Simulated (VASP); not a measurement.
Input of a VASP 6.6.1 run:

File INCAR:

```
SYSTEM = Na
ALGO = Normal
EDIFF = 1E-7
ENCUT = 520
GGA = CA
ISIF = 2
ISMEAR = -1
LASPH = .TRUE.
LCHARG = .TRUE.
LELF = .TRUE.
LREAL = .FALSE.
LVHAR = .TRUE.
LWAVE = .FALSE.
NBANDS = 10
NELM = 60
PREC = Accurate
SIGMA = 0.02
```

File KPOINTS:

```
k-points
0
G
  7 7 7
  0 0 0
```

Contents of POSCAR:

```
Na
1.0
   -2.0282455147      2.0282455147      2.0282455147
    2.0282455147     -2.0282455147      2.0282455147
    2.0282455147      2.0282455147     -2.0282455147
Na
1
Direct
    0.0000000000      0.0000000000      0.0000000000
```

Potentials or basis: VASP PAW LDA potentials, release 64 (Na_pv).

Command:

```console
$ cat potpaw_LDA.64/Na_pv/POTCAR > POTCAR
$ mpirun -np 1 vasp_std > vasp.out
```

(1) Estimate the pressure.

(2) Estimate the band gap on the k mesh.

## Answers

(1) 0.0 GPa.

(2) zero (an odd number of electrons rules out a gap without spin polarisation).
